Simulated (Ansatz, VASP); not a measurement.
One calculation of ZrB, two programs

INCAR

```
PREC = Accurate
ENCUT = 500
EDIFF = 1E-6
ISMEAR = 0
SIGMA = 0.05
LREAL = F
LASPH = T
NELM = 120
ALGO = Normal
ISIF = 2
LWAVE = F
LCHARG = F
NBANDS = 14
GGA_COMPAT = F
```

The input KPOINTS:

```
Automatic mesh
0
Gamma
  8 8 8
```

POSCAR

```
ZrB
1.0
    0.0000000000      2.4145111582      2.4145111582
    2.4145111582      0.0000000000      2.4145111582
    2.4145111582      2.4145111582      0.0000000000
Zr B
1 1
Direct
    0.5000000000      0.5000000000      0.5000000000
    0.0000000000      0.0000000000      0.0000000000
```

Input for Ansatz:

```yaml
crystal:
  lattice:
    - [0.0, 2.4145111582, 2.4145111582]
    - [2.4145111582, 0.0, 2.4145111582]
    - [2.4145111582, 2.4145111582, 0.0]
  atoms:
    - { symbol: Zr, position: [0.5, 0.5, 0.5] }
    - { symbol: B, position: [0.0, 0.0, 0.0] }
basis:
  ecutwfc: 420
  ecutrho_ratio: 4
kpoints:
  mp_grid: { grid: [8, 8, 8] }
hamiltonian:
  xc: lda
scf:
  occupations: { method: gaussian, width: 0.05 }
output:
  forces: true
  stress: true
  eigenvalues: true
```

Alike in both runs: task single point; functional LDA; k mesh 8 × 8 × 8; occupations gaussian, width 0.05 eV; no spin polarisation.

|  | VASP | Ansatz |
| --- | --- | --- |
| version | VASP 6.6.1 | Ansatz 0.2.0 |
| potentials or method | VASP PAW LDA potentials, release 64 (Zr_sv, B), cutoff 500 eV | scalar-relativistic, plane waves, PAW |
| valence electrons in the cell | 15 | 15 |

```tsv
	VASP	Ansatz	Ansatz less VASP
gap on the k mesh at the Fermi level (eV)	none	none	-
pressure (GPa)	0.7	0.3	-0.37
```

LDA's correlation is that of Perdew and Zunger in VASP and of Perdew and Wang (1992) in Ansatz. A gap of «none» marks a metal or a gap that the smearing closes.
